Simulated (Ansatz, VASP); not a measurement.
## TiN: VASP beside Ansatz

```
Ti N
1.0
     2.95005    0.00000    0.00000
     0.00000    2.95005    0.00000
     0.00000    0.00000   20.17200
Ti N
3 3
Direct
  0.25000 0.25000 0.39659
  0.75000 0.75000 0.50000
  0.25000 0.25000 0.60341
  0.75000 0.75000 0.39659
  0.25000 0.25000 0.50000
  0.75000 0.75000 0.60341
```

Alike in both runs: task single point; functional LDA; k mesh 14 × 14 × 1; occupations fermi-dirac, width 0.1 eV; no spin polarisation.

```csv
,VASP,Ansatz
version,VASP 6.6.1,Ansatz 0.2.0
potentials or method,"VASP PAW LDA potentials, release 64 (Ti_sv, N)","PAW with Ansatz's default frozen-core files, scalar-relativistic"
plane-wave cutoff (eV),520,420
valence electrons in the cell,51,51
```

```tsv
	VASP	Ansatz	Ansatz less VASP
rms of the force components (eV/Å)	0.720	0.725	+0.0056
```

LDA's correlation is that of Perdew and Zunger in VASP and of Perdew and Wang (1992) in Ansatz.
